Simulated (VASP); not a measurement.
# GaAs: single point with r2SCAN

GaAs:

```
Ga As
1.0
     0.00000    2.89994    2.89994
     2.89994    0.00000    2.89994
     2.89994    2.89994    0.00000
Ga As
1 1
Cartesian
  0.0000 0.0000 0.0000
  1.4500 1.4500 1.4500
```

This cell differs from its parent crystal: strain +2.4%.

| Quantity | Value |
| --- | --- |
| Program | VASP 6.6.1 |
| Task | single point |
| Functional | r2SCAN |
| Potentials or basis | VASP PAW PBE potentials, release 64 (Ga_d, As_d) |
| Cutoff | 560 eV |
| k mesh | 8 × 8 × 8 |
| Occupations | fermi-dirac, width 0.02 eV |
| Spin | no spin polarisation |

```
Pressure               : -4.3 GPa
Band gap on the k mesh : 0.38 eV
```

Levels at points of the mesh, in eV from the valence-band top:
```tsv
k point	band 11	band 12	band 13	band 14	band 15	band 16	band 17	band 18
(0.00, 0.00, 0.00)	-12.67	0.00	0.00	0.00	0.38	4.02	4.02	4.02
(0.50, 0.00, 0.00)	-11.06	-6.41	-1.07	-1.07	1.13	4.96	4.96	8.16
(0.50, 0.50, 0.00)	-10.38	-6.64	-2.51	-2.51	1.88	1.96	10.23	10.23
```

Run time: 2.1 min on 1 thread of AMD EPYC 7R13 Processor (Zen 3) (shared host), peak memory 0.17 GiB.

Caveat: the cell differs from its parent crystal (strain +2.4%); the cell stands under tension; semilocal functionals underestimate gaps, and a narrow one can read as zero; the PAW data sets were made with another functional, which shifts forces and pressure a little.
